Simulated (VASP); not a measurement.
A run of VASP 6.6.1 is set up as follows.

INCAR

```
SYSTEM = I
ALGO = Normal ; EDIFF = 1E-6
ENCUT = 520 ; GGA = PE
ISIF = 2 ; ISMEAR = 0
IVDW = 12 ; LASPH = .TRUE.
LCHARG = .FALSE. ; LREAL = .FALSE.
LWAVE = .FALSE. ; NBANDS = 10
NELM = 80 ; PREC = Accurate
SIGMA = 0.15
```

KPOINTS

```
k-points
0
G
  18 18 18
  0 0 0
```

The input POSCAR:

```
I
1.0
   -1.9661775691      1.9661775691      2.3594130829
    1.9661775691     -1.9661775691      2.3594130829
    1.9661775691      1.9661775691     -2.3594130829
I
1
Direct
    0.0000000000      0.0000000000      0.0000000000
```

Potentials or basis: VASP PAW PBE potentials, release 64 (I).

Run with:

```console
$ cat potpaw_PBE.64/I/POTCAR > POTCAR
$ mpirun -np 1 vasp_std > vasp.out
```

(1) What does it give for the dispersion energy per atom?

(2) Estimate the band gap on the k mesh.

(3) What does it give for the pressure?

## Answers

(1) -0.364 eV.

(2) zero (an odd number of electrons rules out a gap without spin polarisation).

(3) -2.3 GPa.

Caveat: spin-orbit coupling is left out, which moves the levels of the heavy elements; an odd number of electrons without spin polarisation forces a metal; a magnetic or distorted state may lie lower.
